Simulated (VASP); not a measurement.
Y2TaN3:

```
CELL_PARAMETERS angstrom
4.01498 0.00000 0.00000
-2.00749 3.47708 0.00000
0.00000 0.00000 8.74643
ATOMIC_POSITIONS crystal
Y 0.33333 0.66667 0.25167
Y 0.33333 0.66667 0.74833
Ta 0.66667 0.33333 0.00000
N 0.66667 0.33333 0.50000
N 0.00000 0.00000 0.00000
N 0.00000 0.00000 0.50000
```

```yaml
Program: VASP 6.6.1
Task: relaxation of cell and atoms
Functional: PBE
Potentials_or_basis: VASP PAW PBE potentials, release 64 (Y_sv, Ta_pv, N)
Cutoff: 600 eV
k_mesh: 6 × 6 × 2
Occupations: gaussian, width 0.1 eV
Spin: no spin polarisation
```

At the start: pressure -21.2 GPa; volume 20.35 Å³/atom.

Task: Where does the relaxation end?

Result: Over 13 steps the energy falls by 1103.2 meV/atom and the volume is 15.42 Å³/atom (-24.2 %); space group P-6m2 (No. 187, to 0.05 Å).

Step by step:
```
step  energy change (eV)  largest force (eV/Å)  pressure (GPa)  volume (Å³)
   1              0.0000                2.4945          -21.18       122.10
   2             -3.2802                4.6595           16.77        80.39
   3             -3.5331                4.3188            3.57        86.74
   4             -5.2571                3.4400           10.30        81.72
   5             -5.1981                1.6865           28.81        76.75
   6             -5.6004                1.8903           16.23        79.56
   7             -6.1999                0.6342           -5.47        94.36
   8             -6.3165                0.0283           -0.55        89.66
   9             -6.5855                0.0271           -0.25        91.60
  10             -6.6178                0.0982            0.22        92.60
  11             -6.6188                0.0881            0.12        92.45
  12             -6.6187                0.0829            0.09        92.40
  13             -6.6192                0.0166            0.05        92.52
```

Final structure:
```
Y Ta N
1.0
     3.54093    0.00000    0.00000
    -1.77046    3.06653    0.00000
     0.00000    0.00000    8.52070
Y Ta N
2 1 3
Direct
  0.33333 0.66667 0.32985
  0.33333 0.66667 0.67015
  0.66667 0.33333 0.00000
  0.66667 0.33333 0.50000
  0.00000 0.00000 0.00000
  0.00000 0.00000 0.50000
```

Caveat: the volume moved by over 15 % at a fixed basis, so the end points are rough.
